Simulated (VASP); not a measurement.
Wanted: the native input for a VASP 6.6.1 run.

- Task: single point
- Functional: LDA
- Potentials or basis: VASP PAW LDA potentials, release 64 (Ba_sv, Ti_sv, O_h)
- Cutoff: 1340 eV
- k mesh: 6 × 6 × 6
- Occupations: fermi-dirac, width 0.02 eV
- Spin: no spin polarisation
- Dipole correction: no
- Further INCAR settings: ALGO = Normal; EDIFF = 1e-06; NBANDS = 28

The structure of BaTiO3 lies in POSCAR:

```
BaTiO3
1.0
    4.0060000000      0.0000000000      0.0000000000
    0.0000000000      4.0060000000      0.0000000000
    0.0000000000      0.0000000000      4.0060000000
Ba Ti O
1 1 3
Direct
    0.5000000000      0.5000000000      0.5000000000
    0.0000000000      0.0000000000      0.0000000000
    0.5000000000      0.0000000000      0.0000000000
    0.0000000000      0.5000000000      0.0000000000
    0.0000000000      0.0000000000      0.5000000000
```

One way to write it, as run:

INCAR

```
SYSTEM = BaTiO3
PREC = Accurate
ENCUT = 1340
EDIFF = 1E-6
ISMEAR = -1
SIGMA = 0.02
LREAL = .FALSE.
LASPH = .TRUE.
NELM = 120
ALGO = Normal
ISIF = 2
LWAVE = .FALSE.
LCHARG = .FALSE.
NBANDS = 28
GGA_COMPAT = .FALSE.
```

KPOINTS

```
Automatic mesh
0
G
  6 6 6
  0 0 0
```

Potentials or basis: VASP PAW LDA potentials, release 64 (Ba_sv, Ti_sv, O_h).

Launch:

```sh
$ cat potpaw_LDA.64/Ba_sv/POTCAR potpaw_LDA.64/Ti_sv/POTCAR potpaw_LDA.64/O_h/POTCAR > POTCAR
$ mpirun -np 1 vasp_std > vasp.out
```

Results of the run:

```yaml
Pressure: -7.5 GPa
Band_gap_on_the_k_mesh: 1.66 eV (least direct gap 1.80 eV)
```

Caveat: the cell stands under tension; spin-orbit coupling is left out, which moves the levels of the heavy elements.

Run time: 2.5 min on 1 thread of Intel(R) Xeon(R) 6975P-C (Granite Rapids), with other jobs on the host, peak memory 0.38 GiB.
